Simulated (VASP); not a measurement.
**W: single point with PBE**

The system is W.

```
CELL_PARAMETERS angstrom
-1.59203 1.59203 1.59203
1.59203 -1.59203 1.59203
1.59203 1.59203 -1.59203
ATOMIC_POSITIONS crystal
W 0.00000 0.00000 0.00000
```

| Item | Value |
| --- | --- |
| Program | VASP 6.6.1 |
| Task | single point |
| Functional | PBE |
| Potentials or basis | VASP PAW PBE potentials, release 64 (W_sv) |
| Cutoff | 520 eV |
| k mesh | 17 × 17 × 17 |
| Occupations | fermi-dirac, width 0.05 eV |
| Spin | no spin polarisation |
| Dipole correction | no |
| Further INCAR settings | ALGO = Normal; EDIFF = 1e-06; NBANDS = 13 |

The pressure is 0.5 GPa and the band gap on the k mesh is zero (band 7 reaches 15.81 eV, above the bottom of band 8 at 9.98 eV).

Levels at points of the mesh, in eV from the Fermi level:
| k point | band 3 | band 4 | band 5 | band 6 | band 7 | band 8 | band 9 | band 10 | band 11 | band 12 |
| --- | --- | --- | --- | --- | --- | --- | --- | --- | --- | --- |
| (0.00, 0.00, 0.00) | -37.83 | -37.83 | -9.57 | -1.23 | -1.23 | -1.23 | 2.19 | 2.19 | 14.45 | 14.45 |

It took 9.7 s on 1 thread of Intel(R) Xeon(R) 6975P-C (Granite Rapids), on a shared host, peak memory 0.16 GiB.

Caveat: spin-orbit coupling is left out, which moves the levels of the heavy elements.
